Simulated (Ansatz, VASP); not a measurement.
# Ge: VASP beside Ansatz

INCAR

```
SYSTEM = Ge
PREC     = Accurate       ! precision mode
ENCUT    = 500            ! plane-wave cutoff, eV
EDIFF    = 1E-6           ! SCF threshold, eV
ISMEAR   = 1              ! smearing method
SIGMA    = 0.1            ! smearing width, eV
LREAL    = .False.        ! projectors in reciprocal space
LASPH    = .True.         ! aspherical terms in the spheres
NELM     = 120            ! most SCF steps
ALGO     = Normal         ! electronic algorithm
ISIF     = 2              ! what is computed and relaxed
LWAVE    = .False.        ! write WAVECAR
LCHARG   = .False.        ! write CHGCAR
GGA      = PS             ! functional
NBANDS   = 36             ! bands
GGA_COMPAT= .False.
```

Contents of KPOINTS:

```
regular mesh
0
Gamma
  7 7 3
  0 0 0
```

The input POSCAR:

```
Ge
1.0
    4.0504000000      0.0000000000      0.0000000000
   -2.0252000000      3.5077492955      0.0000000000
    0.0000000000      0.0000000000     10.9933600000
Ge
4
Direct
    0.0000000000      0.0000000000      0.9774500000
    0.0000000000      0.0000000000      0.4774500000
    0.3333333333      0.6666666667      0.9148500000
    0.6666666667      0.3333333333      0.4148500000
```

Input for Ansatz:

```yaml
crystal:
  lattice:
    a: 4.0504
    b: 4.0504
    c: 10.99336
    alpha: 90.0
    beta: 90.0
    gamma: 120.0
  space_group: 186
  atoms:
    - { symbol: Ge, position: [0.0, 0.0, 0.97745] }
    - { symbol: Ge, position: [0.3333333333333333, 0.6666666666666666, 0.91485] }
kpoints:
  mp_grid:
    grid: [7, 7, 3]
hamiltonian:
  xc: pbesol
  pseudopotentials:
    kind: paw
scf:
  occupations:
    method: cold
output:
  forces: true
  stress: true
  eigenvalues: true
```

Alike in both runs: task single point; functional PBEsol; k mesh 7 × 7 × 3; no spin polarisation.

|  | VASP | Ansatz |
| --- | --- | --- |
| version | VASP 6.6.1 | Ansatz 0.2.0 |
| potentials or method | VASP PAW PBE potentials, release 64 (Ge_d) | plane waves, PAW |
| plane-wave cutoff (eV) | 500 | 420 |
| occupations | methfessel-paxton of order 1, width 0.1 eV | cold |
| valence electrons in the cell | 56 | 56 |

```tsv
	VASP	Ansatz	Ansatz less VASP
gap on the k mesh at the Fermi level (eV)	0.73	0.73	+0.001
pressure (GPa)	-1.7	-1.6	+0.10
traceless stress, the component that is largest in VASP (GPa)	0.98	0.99	+0.009
rms of the force components (eV/Å)	0.104	0.097	-0.0068
```

VASP's potentials were made for PBE, not for PBEsol. Atom by atom the forces differ by 0.007 eV/Å (rms over components).
